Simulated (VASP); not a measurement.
# CaScSi3 (P1) in VASP: single point with PBE

Aim: the single point of CaScSi3 with PBE.

Everything below comes from runs of VASP 6.6.1. Logs are shortened: lines on timing, memory, paths and dates and some standing lists are left out, and cuts for length are marked.

**1. The cell of the first run**

The typed cell holds 10 atoms: a = 5.399 Å, b = 3.890 Å, c = 10.387 Å, α = 90.73°, β = 89.96°, γ = 89.97°.

**2. Single point, PBE**

File INCAR:

```
SYSTEM = CaScSi3
PREC = Accurate
ENCUT = 520
EDIFF = 1E-7
ISMEAR = 0
SIGMA = 0.2
LREAL = .FALSE.
LASPH = .TRUE.
NELM = 100
ALGO = Normal
ISIF = 2
LWAVE = .FALSE.
LCHARG = .FALSE.
GGA = PE
NBANDS = 44
```

File KPOINTS:

```
regular mesh
0
G
  4 4 2
  0 0 0
```

File POSCAR:

```
CaScSi3
1.0
    0.0009752982      5.3986715833     -0.0144761656
   -0.0341843457      0.0126775235      3.8902707268
   10.3871013559      0.0048976953     -0.0403403848
Ca Sc Si
2 2 6
Direct
   -0.1280955174      0.0004634956      0.0017900967
    0.1282365834      0.0001265164      0.5018588742
    0.6184653406      0.5029185277      0.2886732603
    0.3814358078      0.5058314233      0.7887586269
    0.3714636412      0.5054270121      0.0414488835
    0.6285015768      0.5075877473      0.5413495206
    0.0949398313      0.4876410513      0.2335206620
   -0.0948237540      0.4902155721      0.7333028784
    0.3527088382     -0.0012510569      0.1847188470
    0.6471676521      0.0010397113      0.6845783503
```

Potentials or basis: VASP PAW PBE potentials, release 64 (Ca_sv, Sc_sv, Si).

The run is started by

```console
cat potpaw_PBE.64/Ca_sv/POTCAR potpaw_PBE.64/Sc_sv/POTCAR potpaw_PBE.64/Si/POTCAR > POTCAR
mpirun -np 1 vasp_std > vasp.out
```

OUTCAR:

```text
SYSTEM = CaScSi3
   PREC = Accurate
   ENCUT = 520
   EDIFF = 1E-7
   ISMEAR = 0
   LREAL = .FALSE.
   LASPH = .TRUE.
   NELM = 100
   ISIF = 2
   GGA = PE

 ion  position               nearest neighbor table
   1  0.872  0.000  0.002-
   2  0.128  0.000  0.502-
   3  0.618  0.503  0.289-   6 2.63   7 2.64   9 2.65   9 2.65   7 2.88   5 2.89
   4  0.381  0.506  0.789-   5 2.63   8 2.64  10 2.64  10 2.65   8 2.89   6 2.89
   5  0.371  0.505  0.041-   9 2.42   9 2.49   7 2.49   4 2.63   3 2.89
   6  0.629  0.508  0.541-  10 2.42  10 2.49   8 2.49   3 2.63   4 2.89
   7  0.095  0.488  0.234-   9 2.40   9 2.48   5 2.49   3 2.64   3 2.88
   8  0.905  0.490  0.733-  10 2.41  10 2.48   6 2.49   4 2.64   4 2.89
   9  0.353  0.999  0.185-   7 2.40   5 2.42   7 2.48   5 2.49   3 2.65   3 2.65
  10  0.647  0.001  0.685-   8 2.41   6 2.42   8 2.48   6 2.49   4 2.64   4 2.65

  LATTYP: Found a triclinic cell.
 ALAT       =    11.0455947394
 B/A-ratio  =     0.3522165771
 C/A-ratio  =     0.4887641822
 COS(alpha) =     0.0005757308
 COS(beta)  =     0.0008258651
 COS(gamma) =     0.3403030911

  Lattice vectors:

 A1 = ( -10.3529170102,  -0.0175752188,  -3.8499303420)
 A2 = (   0.0341843457,  -0.0126775235,  -3.8902707268)
 A3 = (  -0.0009752982,  -5.3986715833,   0.0144761656)

Analysis of symmetry for initial positions (statically):
=====================================================================
 Subroutine PRICEL returns:
 Original cell was already a primitive cell.

 Routine SETGRP: Setting up the symmetry group for a
 triclinic supercell.

 Subroutine GETGRP returns: Found  1 space group operations
 (whereof  1 operations were pure point group operations)
 out of a pool of  2 trial point group operations.

The static configuration has the point symmetry C_1 .

Analysis of symmetry for dynamics (positions and initial velocities):
=====================================================================
 Subroutine PRICEL returns:
 Original cell was already a primitive cell.

 Routine SETGRP: Setting up the symmetry group for a
 triclinic supercell.

 Subroutine GETGRP returns: Found  1 space group operations
 (whereof  1 operations were pure point group operations)
 out of a pool of  2 trial point group operations.

The dynamic configuration has the point symmetry C_1 .

 Subroutine INISYM returns: Found  1 space group operations
 (whereof  1 operations are pure point group operations),
 and found     1 'primitive' translations

----------------------------------------------------------------------------------------

                                     Primitive cell

  volume of cell :     218.1474

  direct lattice vectors                    reciprocal lattice vectors
     0.000975298  5.398671583 -0.014476166    -0.000089686  0.185229148 -0.000604409
    -0.034184346  0.012677523  3.890270727     0.000998011  0.000689103  0.257058043
    10.387101356  0.004897695 -0.040340385     0.096276542 -0.000015124  0.000846045

  length of vectors
     5.398691080  3.890441571 10.387180845     0.185230156  0.257060904  0.096280261

  position of ions in fractional coordinates (direct lattice)
     0.871904483  0.000463496  0.001790097
     0.128236583  0.000126516  0.501858874
     0.618465341  0.502918528  0.288673260
     0.381435808  0.505831423  0.788758627
     0.371463641  0.505427012  0.041448884
     0.628501577  0.507587747  0.541349521
     0.094939831  0.487641051  0.233520662
     0.905176246  0.490215572  0.733302878
     0.352708838  0.998748943  0.184718847
     0.647167652  0.001039711  0.684578350

  ion indices of the primitive-cell ions
   primitive index   ion index
                 1           1
                 2           2
                 3           3
                 4           4
                 5           5
                 6           6
                 7           7
                 8           8
                 9           9
                10          10

----------------------------------------------------------------------------------------

 KPOINTS: regular mesh

Automatic generation of k-mesh.
 Grid dimensions read from file:
 generate k-points for:    4    4    2

 Generating k-lattice:

  Cartesian coordinates                     Fractional coordinates (reciprocal lattice)
    -0.000022422  0.046307287 -0.000151102     0.250000000  0.000000000 -0.000000000
     0.000249503  0.000172276  0.064264511     0.000000000  0.250000000  0.000000000
     0.048138271 -0.000007562  0.000423022     0.000000000 -0.000000000  0.500000000

  Length of vectors
     0.046307539  0.064265226  0.048140130

  Shift w.r.t. Gamma in fractional coordinates (k-lattice)
     0.000000000  0.000000000  0.000000000

 Subroutine IBZKPT returns following result:
 ===========================================

 Found     20 irreducible k-points:

 Following reciprocal coordinates:
            Coordinates               Weight
  0.000000  0.000000  0.000000      1.000000
  0.250000 -0.000000  0.000000      2.000000
  0.500000 -0.000000  0.000000      1.000000
  0.000000  0.250000  0.000000      2.000000
  0.250000  0.250000 -0.000000      2.000000
  0.500000  0.250000  0.000000      2.000000
[... 12 lines left out ...]
  0.250000  0.500000  0.500000      2.000000
  0.500000  0.500000  0.500000      1.000000
   k-points           NKPTS =     20   k-points in BZ     NKDIM =     20   number of bands    NBANDS=     44
   number of dos      NEDOS =    301   number of ions     NIONS =     10
   total plane-waves  NPLWV =  96000
   dimension x,y,z NGX =    40 NGY =   30 NGZ =   80
   dimension x,y,z NGXF=    80 NGYF=   60 NGZF=  160
   ions per type =               2   2   6
   NGX,Y,Z   is equivalent  to a cutoff of  12.32, 12.82, 12.80 a.u.
   NGXF,Y,Z  is equivalent  to a cutoff of  24.63, 25.64, 25.61 a.u.
 SYSTEM =  CaScSi3
   PREC   = accura    normal or accurate (medium, high low for compatibility)
   ISTART =      0    job   : 0-new  1-cont  2-samecut
   ICHARG =      2    charge: 1-file 2-atom 10-const
   ISPIN  =      1    spin polarized calculation?
   LNONCOLLINEAR =      F non collinear calculations
   LSORBIT =      F    spin-orbit coupling
   LASPH  =      T    aspherical Exc in radial PAW
   ENCUT  =  520.0 eV  38.22 Ry    6.18 a.u.  10.04  7.23 19.31*2*pi/ulx,y,z
   NELM   =    100;   NELMIN=  2; NELMDL= -5     # of ELM steps
   EDIFF  = 0.1E-06   stopping-criterion for ELM
   LREAL  =      F    real-space projection
   EDIFFG = 0.1E-05   stopping-criterion for IOM
   NSW    =      0    number of steps for IOM
   IBRION =     -1    ionic relax: 0-MD 1-quasi-New 2-CG
   NFREE  =      0    steps in history (QN), initial steepest desc. (CG)
   ISIF   =      2    stress and relaxation
   ISYM   =      2    0-nonsym 1-usesym 2-fastsym
   POTIM  = 0.5000    time-step for ionic-motion
   TEBEG  =    0.0;   TEEND  =   0.0 temperature during run
   PSTRESS=    0.0 pullay stress
   NELECT =      66.0000    total number of electrons
   NUPDOWN=      -1.0000    fix difference up-down
   EMIN   =  10.00;   EMAX   =-10.00  energy-range for DOS
   EFERMI =   0.00;   METHOD = LEGACY
   ISMEAR =     0;   SIGMA  =   0.20  broadening in eV -4-tet -1-fermi 0-gaus
   EFERMI_NEDOS =   21; number of points for ismear=-14 and -15
   IALGO  =     38    algorithm
   IMIX   =      4    mixing-type and parameters
     AMIX     =   0.40;   BMIX     =  1.00
     AMIX_MAG =   1.60;   BMIX_MAG =  1.00
  volume/ion in A,a.u.               =      21.81       147.21
  Fermi-wavevector in a.u.,A,eV,Ry     =   1.099021  2.076849 16.433769  1.207848
  Thomas-Fermi vector in A             =   2.235409
   LORBIT       =      0    0 simple, 1 ext, 2 COOP (PROOUT), +10 PAW based schemes
   GGA     = PE    functional components
   LHFCALC =     F    Hartree Fock is set to
   AEXX    =    0.0000 exact exchange contribution
   IVDW    =     0    specifies the selected vdW correction
   LEPSILON=     F    determine dielectric tensor
   LRPA    =     F    only Hartree local field effects (RPA)
 non-spin polarized calculation
 Gauss-broadening in eV      SIGMA  =   0.20
  energy-cutoff  :      520.00
  volume of cell :      218.15
 maximum number of plane-waves:      5892
   NGX = 21   NGY = 15   NGZ = 39

 number of electron      65.9999999 magnetization

 Free energy of the ion-electron system (eV)
  ---------------------------------------------------
  ext. energy  EPLUGINS =         0.00000000
  ---------------------------------------------------
  free energy    TOTEN  =       -52.05006012 eV

  energy without entropy =      -51.93355261  energy(sigma->0) =      -51.99180637

 E-fermi :   5.3633     XC(G=0):  -9.5957

 val. band max:        5.3441539332   @ k =   0.0000   0.2500   0.5000
 cond. band min:       5.4405863106   @ k =   0.0000   0.2500   0.0000
 fundamental gap:      0.0964323774
 Fermi energy:         5.3632890432

 k-point     1 :       0.0000    0.0000    0.0000
  band No.  band energies     occupation
      1     -44.0696      2.00000
      2     -44.0692      2.00000
      3     -36.0805      2.00000
      4     -36.0771      2.00000
      5     -22.7753      2.00000
      6     -22.7748      2.00000
[... 36 lines left out ...]
     43       7.3843      0.00000
     44       7.8544      0.00000

 k-point     2 :       0.2500   -0.0000    0.0000
  band No.  band energies     occupation
      1     -44.0696      2.00000
      2     -44.0692      2.00000
      3     -36.0805      2.00000
      4     -36.0771      2.00000
      5     -22.7753      2.00000
      6     -22.7748      2.00000
[... 838 lines left out ...]
 k-point    20 :       0.5000    0.5000    0.5000
  band No.  band energies     occupation
      1     -44.0675      2.00000
      2     -44.0670      2.00000
      3     -36.0754      2.00000
      4     -36.0720      2.00000
      5     -22.8144      2.00000
      6     -22.8141      2.00000
[... 36 lines left out ...]
     43       8.1018      0.00000
     44       8.3236      0.00000

------------------------ aborting loop because EDIFF is reached ----------------------------------------

  FORCE on cell =-STRESS in cart. coord.  units (eV):
  Direction    XX          YY          ZZ          XY          YZ          ZX
  --------------------------------------------------------------------------------------
  -------------------------------------------------------------------------------------
  Total        0.1864058      0.1686177      0.0386195     -0.0187925     -0.0046686      0.0244840
  in kB        1.3690519      1.2384078      0.2836400     -0.1380210     -0.0342884      0.1798217
  external PRESSURE =       0.9636999 kB  Pullay stress =       0.0000000 kB

 VOLUME and BASIS-vectors are now :
 -----------------------------------------------------------------------------
  energy-cutoff  :      520.00
  volume of cell :      218.15
      direct lattice vectors                 reciprocal lattice vectors
     0.000975298  5.398671583 -0.014476166    -0.000089686  0.185229148 -0.000604409
    -0.034184346  0.012677523  3.890270727     0.000998011  0.000689103  0.257058043
    10.387101356  0.004897695 -0.040340385     0.096276542 -0.000015124  0.000846045

 POSITION                                       TOTAL-FORCE (eV/Angst)
 -----------------------------------------------------------------------------------
      0.01943      4.70714     -0.01089        -0.001593     -0.000470     -0.003882
      5.21298      0.69477     -0.02161        -0.003310      0.000001      0.002812
      2.98189      3.34668      1.93589         0.007909      0.008726      0.000866
      8.17600      2.06952      1.93048         0.005608     -0.008560     -0.006213
      0.41362      2.01202      1.95920        -0.000070     -0.000760      0.000530
      5.60631      3.40216      1.94372         0.005554      0.004249     -0.002601
      2.40903      0.51987      1.88626        -0.004066     -0.000557      0.008382
      7.60102      4.89656      1.86439        -0.003401     -0.009927     -0.000465
      1.88490      1.91773      3.87285        -0.004878     -0.001298     -0.004627
      7.11138      3.49721     -0.03294        -0.001752      0.008596      0.005198
 -----------------------------------------------------------------------------------
    total drift:                               -0.000011      0.000017      0.000600

  FREE ENERGIE OF THE ION-ELECTRON SYSTEM (eV)
  ---------------------------------------------------
  free  energy   TOTEN  =       -52.0500601213 eV

  energy  without entropy=      -51.9335526100  energy(sigma->0) =      -51.99180637
```

Run time: 2.7 min. Hardware: 1 thread of Intel Xeon 6975P-C (Granite Rapids), shared host; peak memory 0.39 GiB.

What came out:

- Free energy: -52.0501 eV
- Pressure: 0.1 GPa
- Largest force: 0.012 eV/Å
- Band gap on the k mesh: zero (bands 33 and 34 overlap by 0.67 eV)

Forces in eV/Å, atoms in the order of the input:
```
Ca  -0.002  0.000 -0.004
Ca  -0.003  0.000  0.003
Sc   0.008  0.009  0.001
Sc   0.006 -0.009 -0.006
Si   0.000 -0.001  0.001
Si   0.006  0.004 -0.003
Si  -0.004 -0.001  0.008
Si  -0.003 -0.010  0.000
Si  -0.005 -0.001 -0.005
Si  -0.002  0.009  0.005
```

Caveat: the k points lie up to 0.40 Å⁻¹ apart, too coarse for converged energies and pressures of a metal.

The gap in the log of VASP goes by the Fermi energy; the results here count the filled bands.